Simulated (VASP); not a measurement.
The system is ZrF.

```
Zr F
1.0
     3.60096    0.00000    0.00000
     0.00000    3.60096    0.00000
     0.00000    0.00000    4.32128
Zr F
2 2
Direct
  0.00000 0.50000 0.18494
  0.50000 0.00000 0.81506
  0.00000 0.00000 0.50000
  0.50000 0.50000 0.50000
```

- Program: VASP 6.6.1
- Task: relaxation of cell and atoms
- Functional: PBE
- Potentials or basis: VASP PAW PBE potentials, release 64 (Zr_sv, F)
- Cutoff: 600 eV
- k mesh: 6 × 6 × 4
- Occupations: gaussian, width 0.1 eV
- Spin: no spin polarisation

At the start: pressure 22.8 GPa; volume 14.01 Å³/atom.

How do energy, volume and symmetry change on relaxing?

Over 9 steps the energy falls by 540.1 meV/atom and the volume is 15.49 Å³/atom (+10.5 %); space group P4/nmm (No. 129, to 0.05 Å).

Step by step:
```tsv
step	energy change (eV)	largest force (eV/Å)	pressure (GPa)	volume (Å³)
1	0.0000	1.6069	22.77	56.03
2	-1.3794	0.1530	-13.32	73.15
3	-1.5109	0.2140	-7.62	68.64
4	-2.0972	0.6405	-3.97	64.40
5	-2.1208	0.8002	-2.87	63.53
6	-2.1522	0.1875	2.15	60.98
7	-2.1593	0.1251	0.56	61.73
8	-2.1598	0.0991	-0.45	62.09
9	-2.1604	0.0079	-0.04	61.94
```

Final structure:
```
Zr F
1.0
     3.39658    0.00000    0.00000
     0.00000    3.39658    0.00000
     0.00000    0.00000    5.36905
Zr F
2 2
Direct
  0.00000 0.50000 0.19923
  0.50000 0.00000 0.80076
  0.00000 0.00000 0.50000
  0.50000 0.50000 0.50000
```

Caveat: the k points lie up to 0.31 Å⁻¹ apart in the final cell.
